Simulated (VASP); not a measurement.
# Al3GaN4 (Pm) in VASP: notebook

The runs below take Al3GaN4 through single point, with r2SCAN.

Program: VASP 6.6.1. These are calculated values, not measurements. Logs are shortened: lines on timing, memory, paths and dates and some standing lists are left out, and cuts for length are marked.

**1. The cell of the first run**

It takes space group Pm (No. 6, monoclinic). Conventional cell: a = 5.038 Å, b = 3.125 Å, c = 10.521 Å, α = 90.00°, β = 90.04°, γ = 90.00°. Within 2.5 Å of Al (site symmetry m) lie 4 N at 1.88 to 1.90 Å. Al (site symmetry m) has 4 N at 1.88 to 1.90 Å within 2.5 Å. Al (site symmetry m) has 4 N at 1.89 to 1.90 Å within 2.5 Å. Within 2.5 Å of Al (site symmetry m) lie 4 N at 1.89 to 1.90 Å. Within 2.1 Å of Al (site symmetry m) lie 4 N at 1.61 to 1.90 Å. Al (site symmetry m) has 4 N at 1.89 to 1.90 Å within 2.5 Å. Ga (site symmetry m) has 4 N at 1.66 to 1.96 Å within 2.2 Å. Within 2.6 Å of Ga (site symmetry m) lie 4 N at 1.93 to 1.96 Å.

**2. Single point, r2SCAN (the distance across one plane changed)**

The input, POSCAR:

```
Al3GaN4
1.0
   -5.0380822009      0.0000000000     -0.0000609628
    0.0000000000     -3.1249488261      0.0000000000
   -0.0065778546      0.0000000000     10.5207859611
Al Ga N
6 2 8
Direct
    0.4997478828      0.5000000000      0.8579640928
    0.4997661375      0.5000000000      0.3437066030
    0.9993254957      0.5000000000      0.1727915127
    0.9993072410      0.5000000000      0.6870490025
    0.9989622180      1.0000000000      0.9425025676
    0.9989804727      1.0000000000      0.4282450777
    0.5005022585      1.0000000000      0.0860375739
    0.5004840038      1.0000000000      0.6002950637
    0.8892899652      1.0000000000      0.0860954526
    0.8892717105      1.0000000000      0.6003529424
    0.8772939573      0.5000000000      0.8579009507
    0.8773122120      0.5000000000      0.3436434609
    0.3745801616      0.5000000000      0.1757634424
    0.3745619069      0.5000000000      0.6900209323
    0.3765528626      1.0000000000      0.9395303061
    0.3765711173      1.0000000000      0.4252728163
```

The input, INCAR.step1:

```
SYSTEM = Al3GaN4
  PREC = Accurate
  ENCUT = 520
  ISMEAR = 0
  SIGMA = 0.05
  LREAL = Auto
  LASPH = .TRUE.
  NELM = 100
  NBANDS = 56
  GGA = PE
  ALGO = Normal
  EDIFF = 1E-4
  LWAVE = .TRUE.
  LCHARG = .FALSE.
```

The input, INCAR.step2:

```
SYSTEM = Al3GaN4
  PREC = Accurate
  ENCUT = 520
  EDIFF = 1E-7
  ISMEAR = 0
  SIGMA = 0.05
  LREAL = Auto
  LASPH = .TRUE.
  NELM = 100
  ALGO = Normal
  ISIF = 2
  LWAVE = .FALSE.
  LCHARG = .TRUE.
  METAGGA = R2SCAN
  LMIXTAU = .TRUE.
  LELF = .TRUE.
  LVHAR = .TRUE.
  NBANDS = 56
  ISTART = 1
```

The input, KPOINTS:

```
regular mesh
0
G
  5 7 2
  0 0 0
```

Potentials or basis: VASP PAW PBE potentials, release 64 (Al, Ga_d, N).

Command:

```
> cat potpaw_PBE.64/Al/POTCAR potpaw_PBE.64/Ga_d/POTCAR potpaw_PBE.64/N/POTCAR > POTCAR
> cp INCAR.step1 INCAR
> mpirun -np 1 vasp_std > vasp.out
> cp INCAR.step2 INCAR
> mpirun -np 1 vasp_std > vasp.out
```

OUTCAR:

```text
SYSTEM = Al3GaN4
   PREC = Accurate
   ENCUT = 520
   EDIFF = 1E-7
   ISMEAR = 0
   LREAL = Auto
   LASPH = .TRUE.
   NELM = 100
   ISIF = 2
   METAGGA = R2SCAN
   ISTART = 1

 ion  position               nearest neighbor table
   1  0.500  0.500  0.858-  14 1.88  15 1.89  15 1.89  11 1.90   7 2.86   7 2.86   5 3.09   5 3.09
                             4 3.09   5 3.10   5 3.10   4 3.10   8 3.13   8 3.13
   2  0.500  0.500  0.344-  13 1.88  16 1.89  16 1.89  12 1.90   6 3.09   6 3.09   3 3.09   6 3.10
                             6 3.10   3 3.10   8 3.12   8 3.12   7 3.13   7 3.13
   3  0.999  0.500  0.173-  13 1.89   9 1.89   9 1.89  12 1.90   5 2.88   5 2.88   2 3.09   7 3.10
                             7 3.10   2 3.10   7 3.11   7 3.11   6 3.11   6 3.11
   4  0.999  0.500  0.687-  14 1.89  10 1.89  10 1.89  11 1.90   1 3.09   8 3.10   8 3.10   1 3.10
                             8 3.11   8 3.11   5 3.11   5 3.11   6 3.14   6 3.14
   5  0.999  0.000  0.943-   9 1.61  11 1.90  11 1.90  15 1.90   3 2.88   3 2.88   7 2.93   7 2.94
                             1 3.09   1 3.09   1 3.10   1 3.10   4 3.11   4 3.11
   6  0.999  0.000  0.428-  10 1.89  12 1.90  12 1.90  16 1.90   2 3.09   2 3.09   8 3.09   2 3.10
                             2 3.10   3 3.11   3 3.11   8 3.11   4 3.14   4 3.14
   7  0.501  0.000  0.086-  15 1.66  13 1.93  13 1.93   9 1.96   1 2.86   1 2.86   5 2.93   5 2.94
                             3 3.10   3 3.10   3 3.11   3 3.11   2 3.13   2 3.13
   8  0.500  0.000  0.600-  14 1.93  14 1.93  16 1.94  10 1.96   6 3.09   4 3.10   4 3.10   4 3.11
                             4 3.11   6 3.11   2 3.12   2 3.12   1 3.13   1 3.13
   9  0.889  0.000  0.086-   5 1.61   3 1.89   3 1.89   7 1.96
  10  0.889  0.000  0.600-   4 1.89   4 1.89   6 1.89   8 1.96
  11  0.877  0.500  0.858-   4 1.90   5 1.90   5 1.90   1 1.90
  12  0.877  0.500  0.344-   3 1.90   6 1.90   6 1.90   2 1.90
  13  0.375  0.500  0.176-   2 1.88   3 1.89   7 1.93   7 1.93
  14  0.375  0.500  0.690-   1 1.88   4 1.89   8 1.93   8 1.93
  15  0.377  0.000  0.940-   7 1.66   1 1.89   1 1.89   5 1.90
  16  0.377  0.000  0.425-   2 1.89   2 1.89   6 1.90   8 1.94

  LATTYP: Found a simple monoclinic cell.
 ALAT       =     5.0380822013
 B/A-ratio  =     0.6202655497
 C/A-ratio  =     2.0882525527
 COS(beta)  =    -0.0006131241

  Lattice vectors:

 A1 = (  -5.0380822009,   0.0000000000,  -0.0000609628)
 A2 = (   0.0000000000,   3.1249488261,   0.0000000000)
 A3 = (   0.0065778546,   0.0000000000, -10.5207859611)

Analysis of symmetry for initial positions (statically):
=====================================================================
 Subroutine PRICEL returns:
 Original cell was already a primitive cell.

 Routine SETGRP: Setting up the symmetry group for a
 simple monoclinic supercell.

 Subroutine GETGRP returns: Found  2 space group operations
 (whereof  2 operations were pure point group operations)
 out of a pool of  4 trial point group operations.

The static configuration has the point symmetry C_1h.

Analysis of symmetry for dynamics (positions and initial velocities):
=====================================================================
 Subroutine PRICEL returns:
 Original cell was already a primitive cell.

 Routine SETGRP: Setting up the symmetry group for a
 simple monoclinic supercell.

 Subroutine GETGRP returns: Found  2 space group operations
 (whereof  2 operations were pure point group operations)
 out of a pool of  4 trial point group operations.

The dynamic configuration has the point symmetry C_1h.

 Subroutine INISYM returns: Found  2 space group operations
 (whereof  2 operations are pure point group operations),
 and found     1 'primitive' translations

----------------------------------------------------------------------------------------

                                     Primitive cell

  volume of cell :     165.6366

  direct lattice vectors                    reciprocal lattice vectors
    -5.038082201  0.000000000 -0.000060963    -0.198488225  0.000000000 -0.000124100
     0.000000000 -3.124948826  0.000000000     0.000000000 -0.320005240  0.000000000
    -0.006577855  0.000000000 10.520785961    -0.000001150  0.000000000  0.095049932

  length of vectors
     5.038082201  3.124948826 10.520788017     0.198488264  0.320005240  0.095049932

  position of ions in fractional coordinates (direct lattice)
     0.499747883  0.500000000  0.857964093
     0.499766138  0.500000000  0.343706603
     0.999325496  0.500000000  0.172791513
     0.999307241  0.500000000  0.687049002
     0.998962218  0.000000000  0.942502568
     0.998980473  0.000000000  0.428245078
[... 8 lines left out ...]
     0.376552863  0.000000000  0.939530306
     0.376571117  0.000000000  0.425272816

  ion indices of the primitive-cell ions
   primitive index   ion index
                 1           1
                 2           2
                 3           3
                 4           4
                 5           5
                 6           6
[... 8 lines left out ...]
                15          15
                16          16

----------------------------------------------------------------------------------------

 KPOINTS: regular mesh

Automatic generation of k-mesh.
 Grid dimensions read from file:
 generate k-points for:    5    7    2

 Generating k-lattice:

  Cartesian coordinates                     Fractional coordinates (reciprocal lattice)
    -0.039697645  0.000000000 -0.000024820     0.200000000  0.000000000  0.000000000
     0.000000000 -0.045715034  0.000000000     0.000000000  0.142857143  0.000000000
    -0.000000575  0.000000000  0.047524966     0.000000000  0.000000000  0.500000000

  Length of vectors
     0.039697653  0.045715034  0.047524966

  Shift w.r.t. Gamma in fractional coordinates (k-lattice)
     0.000000000  0.000000000  0.000000000

 Subroutine IBZKPT returns following result:
 ===========================================

 Found     24 irreducible k-points:

 Following reciprocal coordinates:
            Coordinates               Weight
  0.000000  0.000000  0.000000      1.000000
  0.200000  0.000000  0.000000      2.000000
  0.400000  0.000000 -0.000000      2.000000
  0.000000  0.142857  0.000000      2.000000
  0.200000  0.142857  0.000000      4.000000
  0.400000  0.142857 -0.000000      4.000000
[... 16 lines left out ...]
  0.200000  0.428571  0.500000      4.000000
  0.400000  0.428571  0.500000      4.000000
   k-points           NKPTS =     24   k-points in BZ     NKDIM =     24   number of bands    NBANDS=     56
   number of dos      NEDOS =    301   number of ions     NIONS =     16
   total plane-waves  NPLWV =  76800
   dimension x,y,z NGX =    40 NGY =   24 NGZ =   80
   dimension x,y,z NGXF=    80 NGYF=   48 NGZF=  160
   ions per type =               6   2   8
   NGX,Y,Z   is equivalent  to a cutoff of  13.20, 12.77, 12.64 a.u.
   NGXF,Y,Z  is equivalent  to a cutoff of  26.40, 25.54, 25.28 a.u.
 SYSTEM =  Al3GaN4
   PREC   = accura    normal or accurate (medium, high low for compatibility)
   ISTART =      1    job   : 0-new  1-cont  2-samecut
   ICHARG =      0    charge: 1-file 2-atom 10-const
   ISPIN  =      1    spin polarized calculation?
   LNONCOLLINEAR =      F non collinear calculations
   LSORBIT =      F    spin-orbit coupling
   LASPH  =      T    aspherical Exc in radial PAW
   ENCUT  =  520.0 eV  38.22 Ry    6.18 a.u.   9.37  5.81 19.56*2*pi/ulx,y,z
   NELM   =    100;   NELMIN=  2; NELMDL=  0     # of ELM steps
   EDIFF  = 0.1E-06   stopping-criterion for ELM
   LREAL  =      T    real-space projection
   EDIFFG = 0.1E-05   stopping-criterion for IOM
   NSW    =      0    number of steps for IOM
   IBRION =     -1    ionic relax: 0-MD 1-quasi-New 2-CG
   NFREE  =      0    steps in history (QN), initial steepest desc. (CG)
   ISIF   =      2    stress and relaxation
   ISYM   =      2    0-nonsym 1-usesym 2-fastsym
   POTIM  = 0.5000    time-step for ionic-motion
   TEBEG  =    0.0;   TEEND  =   0.0 temperature during run
   PSTRESS=    0.0 pullay stress
   NELECT =      84.0000    total number of electrons
   NUPDOWN=      -1.0000    fix difference up-down
   EMIN   =  10.00;   EMAX   =-10.00  energy-range for DOS
   EFERMI =   0.00;   METHOD = LEGACY
   ISMEAR =     0;   SIGMA  =   0.05  broadening in eV -4-tet -1-fermi 0-gaus
   EFERMI_NEDOS =   21; number of points for ismear=-14 and -15
   IALGO  =     38    algorithm
   IMIX   =      4    mixing-type and parameters
     AMIX     =   0.40;   BMIX     =  1.00
     AMIX_MAG =   1.60;   BMIX_MAG =  1.00
  volume/ion in A,a.u.               =      10.35        69.86
  Fermi-wavevector in a.u.,A,eV,Ry     =   1.305517  2.467069 23.189419  1.704374
  Thomas-Fermi vector in A             =   2.436381
   LORBIT       =      0    0 simple, 1 ext, 2 COOP (PROOUT), +10 PAW based schemes
   METAGGA = R2SCAN    functional components
   LHFCALC =     F    Hartree Fock is set to
   AEXX    =    0.0000 exact exchange contribution
   IVDW    =     0    specifies the selected vdW correction
   LEPSILON=     F    determine dielectric tensor
   LRPA    =     F    only Hartree local field effects (RPA)
 non-spin polarized calculation
 Gauss-broadening in eV      SIGMA  =   0.05
  energy-cutoff  :      520.00
  volume of cell :      165.64
 maximum number of plane-waves:      4482
 NGX is ok and might be reduce to    40
   NGX = 19   NGY = 11   NGZ = 39

 number of electron      83.9999980 magnetization

 Free energy of the ion-electron system (eV)
  ---------------------------------------------------
  ext. energy  EPLUGINS =         0.00000000
  ---------------------------------------------------
  free energy    TOTEN  =      -157.27037996 eV

  energy without entropy =     -157.27037996  energy(sigma->0) =     -157.27037996

 E-fermi :   6.3064     XC(G=0): -11.8793

 val. band max:        6.0064891081   @ k =   0.0000   0.0000   0.0000
 cond. band min:      10.3294328216   @ k =   0.0000   0.0000   0.0000
 fundamental gap:      4.3229437135
 Fermi energy:         6.3064469065

 k-point     1 :       0.0000    0.0000    0.0000
  band No.  band energies     occupation
      1     -10.8127      2.00000
      2      -9.8132      2.00000
      3      -9.6762      2.00000
      4      -9.1913      2.00000
      5      -8.7213      2.00000
      6      -8.5309      2.00000
[... 1357 lines left out ...]
     53      15.9103      0.00000
     54      16.0128      0.00000
 [bands above 54 left out]

------------------------ aborting loop because EDIFF is reached ----------------------------------------

  FORCE on cell =-STRESS in cart. coord.  units (eV):
  Direction    XX          YY          ZZ          XY          YZ          ZX
  --------------------------------------------------------------------------------------
  -------------------------------------------------------------------------------------
  Total        3.5576659      1.7077148     26.0238714      0.0000000      0.0000000     -0.1862022
  in kB       34.4127514     16.5184608    251.7248776      0.0000000      0.0000000     -1.8011047
  external PRESSURE =     100.8853633 kB  Pullay stress =       0.0000000 kB

 VOLUME and BASIS-vectors are now :
 -----------------------------------------------------------------------------
  energy-cutoff  :      520.00
  volume of cell :      165.64
      direct lattice vectors                 reciprocal lattice vectors
    -5.038082201  0.000000000 -0.000060963    -0.198488225  0.000000000 -0.000124100
     0.000000000 -3.124948826  0.000000000     0.000000000 -0.320005240  0.000000000
    -0.006577855  0.000000000 10.520785961    -0.000001150  0.000000000  0.095049932

 POSITION                                       TOTAL-FORCE (eV/Angst)
 -----------------------------------------------------------------------------------
     -2.52341     -1.56247      9.02643        -0.115794      0.000000     -1.006174
     -2.52012     -1.56247      3.61603         0.100409      0.000000     -0.050496
     -5.03582     -1.56247      1.81784        -0.120520      0.000000      0.875379
     -5.03911     -1.56247      7.22823         0.080155      0.000000      0.012400
     -5.03905      0.00000      9.91581        -1.968330      0.000000     -7.256519
     -5.03576      0.00000      4.50541        -0.024115      0.000000      0.015606
[... 8 lines left out ...]
     -1.90328      0.00000      9.88457         2.179867      0.000000     -6.694701
     -1.89999      0.00000      4.47418         0.009217      0.000000      0.006769
 -----------------------------------------------------------------------------------
    total drift:                                0.115774      0.000000      0.009256

  FREE ENERGIE OF THE ION-ELECTRON SYSTEM (eV)
  ---------------------------------------------------
  free  energy   TOTEN  =      -157.2703799644 eV

  energy  without entropy=     -157.2703799644  energy(sigma->0) =     -157.27037996
```

Wall time 13 min (1 thread of AMD EPYC 9R45 (Zen 5), shared host); peak memory 0.34 GiB.

Results:

| Property | Result |
| --- | --- |
| Free energy | -157.2704 eV |
| Pressure | 10.1 GPa |
| Largest force | 7.548 eV/Å |
| Band gap on the k mesh | 4.32 eV |

Forces in eV/Å, atoms in the order of the input:
```
Al  -0.116  0.000 -1.006
Al   0.100  0.000 -0.050
Al  -0.121  0.000  0.875
Al   0.080  0.000  0.012
Al  -1.968  0.000 -7.257
Al  -0.024  0.000  0.016
Ga  -2.031  0.000  6.658
Ga  -0.004  0.000 -0.045
N    1.967  0.000  7.287
N   -0.079  0.000 -0.053
N   -0.035  0.000 -0.532
N   -0.004  0.000 -0.084
N   -0.009  0.000  0.694
N    0.053  0.000  0.173
N    2.180  0.000 -6.695
N    0.009  0.000  0.007
```

Stress tensor (GPa, compression positive):
```
 3.44  0.00 -0.18
 0.00  1.65  0.00
-0.18  0.00 25.17
```

Caveat: the cell differs from its parent crystal (the distance across one plane changed); the cell stands under pressure; the PAW data sets were made with another functional, which shifts forces and pressure a little.

[end of part 1 of 2]
